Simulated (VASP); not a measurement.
Runs of VASP 6.6.1 on Bi2Te3. It takes space group R3m (No. 160, trigonal). The conventional cell has a = 4.417 Å, b = 4.417 Å, c = 29.840 Å, α = 90.00°, β = 90.00°, γ = 120.00°. Within 4.0 Å of Bi (site symmetry 3m) lie 3 Te at 3.03 Å and 3 Bi at 3.43 Å. Bi (site symmetry 3m) has 3 Te at 3.27 Å and 3 Bi at 3.43 Å within 4.3 Å. Within 4.0 Å of Te (site symmetry 3m) lie 6 Te at 3.04 to 3.45 Å. Te (site symmetry 3m) has 3 Bi at 3.03 Å and 3 Te at 3.45 Å within 4.0 Å. Te (site symmetry 3m) has 3 Te at 3.04 Å and 3 Bi at 3.27 Å within 4.0 Å. 

```csv
k mesh,smearing,gap on the mesh (eV),pressure (GPa),largest force (eV/Å)
12 × 12 × 12,methfessel-paxton 0.01 eV,none,1.6,1.22
6 × 6 × 6,gaussian 0.1 eV,none,1.6,1.25
12 × 12 × 12,gaussian 0.5 eV,none,1.8,(a)
1 × 1 × 1,gaussian 0.1 eV,0.15,27.4,(b)
3 × 3 × 3,gaussian 0.1 eV,-,1.5,(c)
```

Alike in all rows: task single point; level PBE; potentials or basis VASP PAW PBE potentials, release 64 (Bi_d, Te); no spin polarisation; cell as given; cutoff (eV) 520.

Q: Fill in the values left out.

A: (a) 1.15; (b) 3.10; (c) 1.35.

Caveats: some runs use coarse meshes; spin-orbit coupling is left out, which moves the levels of the heavy elements; forces of over 1 eV/Å act on the atoms, so gaps and moduli don't describe the material at rest.

A k mesh can miss the band edges, and the runs leave out spin-orbit coupling on Bi, Te.

A gap of «none» marks levels without a gap at the run's occupations.
